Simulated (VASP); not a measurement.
AlGa3N4, 8 atoms in the cell. Symmetry: R3m, No. 160, trigonal system. The conventional cell has a = 6.404 Å, b = 6.404 Å, c = 8.208 Å, α = 90.00°, β = 90.00°, γ = 120.00°. Al (site symmetry 3m) has 4 N at 1.93 to 2.01 Å within 2.6 Å. Ga (site symmetry m) has 4 N at 1.98 to 2.07 Å within 2.6 Å. N (site symmetry m) has 1 Al at 1.93 Å and 3 Ga at 1.98 to 2.07 Å within 2.6 Å. Within 2.6 Å of N (site symmetry 3m) lie 3 Ga at 1.99 Å and 1 Al at 2.01 Å. 

```yaml
Program: VASP 6.6.1
Task: single point
Functional: LDA
Potentials_or_basis: VASP PAW LDA potentials, release 64 (Al, Ga_d, N)
Cutoff: 520 eV
k_mesh: 6 × 6 × 6
Occupations: gaussian, width 0.05 eV
Spin: no spin polarisation
Dipole_correction: no
Further_INCAR_settings: ALGO = Normal; EDIFF = 1e-06; NBANDS = 41
```

Potentials or basis: VASP PAW LDA potentials, release 64 (Al, Ga_d, N).

Command:

```console
$ cat potpaw_LDA.64/Al/POTCAR potpaw_LDA.64/Ga_d/POTCAR potpaw_LDA.64/N/POTCAR > POTCAR
$ mpirun -np 1 vasp_std > vasp.out
```

Hardware: 1 thread of Intel(R) Xeon(R) 6975P-C (Granite Rapids), with other jobs on the host.

Task: How long does it take, and how much memory?

Result: It took 56 s on 1 thread of Intel(R) Xeon(R) 6975P-C (Granite Rapids), on a shared host, peak memory 0.23 GiB. Counts: scf iterations 14, k points 32.
